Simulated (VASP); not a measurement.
Wanted: the native input for a VASP 6.6.1 run.

| Item | Value |
| --- | --- |
| Task | single point |
| Functional | PBE |
| Potentials or basis | VASP PAW PBE potentials, release 64 (Cd, Se) |
| Cutoff | 520 eV |
| k mesh | 12 × 12 × 8 |
| Occupations | gaussian, width 0.1 eV |
| Spin | no spin polarisation |
| Dipole correction | no |
| Further INCAR settings | ALGO = Normal; EDIFF = 1e-06; NBANDS = 26 |

The structure of CdSe lies in POSCAR:

```
CdSe
1.0
    4.0634145082      0.0000000026      0.0000000000
   -2.0317072563      3.5190201889      0.0000000000
    0.0000000000      0.0000000000      6.6969211694
Cd Se
2 2
Direct
    0.0000000000      0.0000000000      0.0000000000
    0.0000000000      0.0000000000      0.5000000000
    0.3333333333      0.6666666667      0.2500000000
    0.6666666667      0.3333333333      0.7500000000
```

One way to write it, as run:

INCAR

```
ALGO = Normal
EDIFF = 1E-6
ENCUT = 520
GGA = PE
ISIF = 2
ISMEAR = 0
LASPH = T
LCHARG = F
LREAL = F
LWAVE = F
NBANDS = 26
NELM = 100
PREC = Accurate
SIGMA = 0.1
```

KPOINTS

```
k-points
0
Gamma
  12 12 8
```

Potentials or basis: VASP PAW PBE potentials, release 64 (Cd, Se).

Run with:

```sh
$ cat potpaw_PBE.64/Cd/POTCAR potpaw_PBE.64/Se/POTCAR > POTCAR
$ mpirun -np 1 vasp_std > vasp.out
```

It gave:

The pressure is 0.3 GPa and the band gap on the k mesh is zero (band 18 reaches 2.20 eV, above the bottom of band 19 at 2.16 eV).

It took 94 s on 1 thread of AMD EPYC 9R45 96-Core Processor (Zen 5), on a shared host, peak memory 0.3 GiB.
